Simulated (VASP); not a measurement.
Be: single point with LDA

Crystal: Be.

```
Be
1.0
     2.33012    0.00000    0.00000
    -1.16506    2.01794    0.00000
     0.00000    0.00000    3.65450
Be
2
Cartesian
  1.1651 0.6726 2.7409
  0.0000 1.3453 0.9136
```

* Program: VASP 6.6.1
* Task: single point
* Functional: LDA
* Potentials or basis: VASP PAW LDA potentials, release 64 (Be)
* Cutoff: 520 eV
* k mesh: 13 × 13 × 8
* Occupations: fermi-dirac, width 0.05 eV
* Spin: no spin polarisation
* Dipole correction: no
* Further INCAR settings: ALGO = Normal; EDIFF = 1e-06; NBANDS = 9

The pressure is -13.3 GPa. The band gap on the k mesh is zero (bands 2 and 3 overlap by 1.56 eV).

Stress tensor (GPa, compression positive):
```
-12.65   0.00   0.00
  0.00 -12.65   0.00
  0.00   0.00 -14.68
```

Levels at points of the mesh, in eV from the Fermi level:
| k point | band 1 | band 2 | band 3 | band 4 | band 5 | band 6 | band 7 |
| --- | --- | --- | --- | --- | --- | --- | --- |
| (0.00, 0.00, 0.00) | -10.62 | -3.98 | 1.15 | 14.79 | 14.79 | 17.47 | 17.47 |
| (0.00, 0.00, 0.50) | -8.55 | -8.55 | 10.23 | 10.23 | 16.30 | 16.30 | 16.30 |

It took 17 s on 1 thread of Intel Xeon 8259CL, on a shared host, peak memory 0.12 GiB.

Caveat: the cell stands under tension.
